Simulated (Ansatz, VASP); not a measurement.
# Be2C3 in VASP and in Ansatz

```
CELL_PARAMETERS angstrom
2.64680 0.00000 0.00000
-1.32340 2.29219 0.00000
0.00000 0.00000 6.02411
ATOMIC_POSITIONS crystal
Be 0.33333 0.66667 0.12074
Be 0.66667 0.33333 0.87926
C 0.00000 0.00000 0.00000
C 0.33333 0.66667 0.49239
C 0.66667 0.33333 0.50761
```

Alike in both runs: functional r2SCAN; k mesh 18 × 18 × 6; occupations gaussian, width 0.1 eV; no spin polarisation.

Ansatz relaxed the structure, and its values are those at the end. VASP's run is a single point on that final structure, the one shown.

|  | VASP | Ansatz |
| --- | --- | --- |
| version | VASP 6.6.1 | Ansatz 0.2.0 |
| potentials or method | VASP PAW PBE potentials, release 64 (Be, C), cutoff 520 eV | scalar-relativistic, plane waves, PAW |
| valence electrons in the cell | 16 | 16 |

Ansatz gave:

| Property | Result |
| --- | --- |
| gap on the k mesh at the Fermi level (eV) | none |
| pressure (GPa) | 0.0 |
| rms of the force components (eV/Å) | 0.000 |

Q: Estimate VASP's values.

A: gap on the k mesh at the Fermi level (eV): none; pressure (GPa): 0.6; rms of the force components (eV/Å): 0.009.

VASP's potentials were made for PBE, not for r2SCAN. A gap of «none» marks a metal or a gap that the smearing closes. With one functional, cell and mesh, what is left measures potentials, basis and numerics.
